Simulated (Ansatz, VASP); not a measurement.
**One calculation of GdSeO, two programs**

INCAR

```
SYSTEM = GdSeO
PREC = Accurate ; ENCUT = 600
EDIFF = 1E-6 ; ISMEAR = -1
SIGMA = 0.1 ; LREAL = .False.
LASPH = .True. ; NELM = 150
ALGO = Normal ; ISIF = 3
LWAVE = .False. ; LCHARG = .False.
ISPIN = 2 ; MAGMOM = 6.9 6.9 0 0 0 0
LORBIT = 11 ; LMAXMIX = 6
LDAU = .True. ; LDAUTYPE = 2
LDAUL = 3 -1 -1 ; LDAUU = 2 0 0
LDAUJ = 0 0 0 ; LDAUPRINT = 1
GGA = PE ; IBRION = 2
NSW = 60 ; EDIFFG = -0.01
```

KPOINTS

```
regular mesh
0
Gamma
  5 5 3
  0 0 0
```

POSCAR

```
GdSeO
1.0
    3.9544215500      0.0000000000      0.0000000000
    0.0000000000      3.9544215500      0.0000000000
    0.0000000000      0.0000000000      6.9094111500
Gd Se O
2 2 2
Direct
    0.2500000000      0.2500000000      0.1895500000
    0.7500000000      0.7500000000      0.8104500000
    0.2500000000      0.2500000000      0.6367000000
    0.7500000000      0.7500000000      0.3633000000
    0.7500000000      0.2500000000      0.0000000000
    0.2500000000      0.7500000000      0.0000000000
```

Input for Ansatz:

```yaml
crystal:
  lattice:
    - [3.95442155, 0.0, 0.0]
    - [0.0, 3.95442155, 0.0]
    - [0.0, 0.0, 6.90941115]
  atoms:
    - { symbol: Gd, position: [0.25, 0.25, 0.18955], spin: 6.9 }
    - { symbol: Gd, position: [0.75, 0.75, 0.81045], spin: 6.9 }
    - { symbol: Se, position: [0.25, 0.25, 0.6367] }
    - { symbol: Se, position: [0.75, 0.75, 0.3633] }
    - { symbol: O, position: [0.75, 0.25, 0.0] }
    - { symbol: O, position: [0.25, 0.75, 0.0] }
kpoints:
  mp_grid: { grid: [5, 5, 3], shift: [0, 0, 0] }
magnetization:
  spin_polarized: true
scf:
  occupations: { method: fermi_dirac }
  n_extra_bands: 32
hamiltonian:
  pseudopotentials: { kind: paw }
  xc: pbe
  hubbard: { sites: [{ species: Gd, l: f, u_eff: 2.0 }], double_counting: fll }
basis:
  ecutwfc: 420
output:
  forces: true
  stress: true
  eigenvalues: true
relax:
  max_steps: 40
  cell: {}
```

Alike in both runs: task relaxation of cell and atoms; functional PBE; k mesh 5 × 5 × 3; collinear spin; Hubbard terms Gd f U = 2.0 eV.

```csv
,VASP,Ansatz
version,VASP 6.6.1,Ansatz 0.2.0
potentials or method,"VASP PAW PBE potentials, release 64 (Gd, Se, O), cutoff 600 eV",PAW plane waves
occupations,"fermi-dirac, width 0.1 eV",fermi-dirac
valence electrons in the cell,60,80
```

|  | VASP | Ansatz | Ansatz less VASP |
| --- | --- | --- | --- |
| gap on the k mesh at the Fermi level, each at its own relaxed structure (eV) | none | none | - |
| net moment per atom (μB) | 2.32 | 2.32 | 0.000 |
| size of the moment on the site where the two differ most (μB) | 6.80 | 6.82 | +0.021 |
| relaxed volume (Å³/atom) | 19.64 | 19.63 | -0.017 |
| relaxed cell length with the largest relative difference (Å) | 4.118 | 4.117 | -0.0016 |

Site moments also hang on the region over which each program counts them. The programs project onto different local orbitals, so the same U acts differently, and such runs can settle in different states. A gap of «none» marks a metal or a gap that the smearing closes. VASP's potentials hold 60 valence electrons a cell and Ansatz's 80, so a difference there can come from the potentials and not from the codes. Ansatz's warnings: end state compared, filled band counts differ across k points.

Spin-orbit coupling is off throughout.
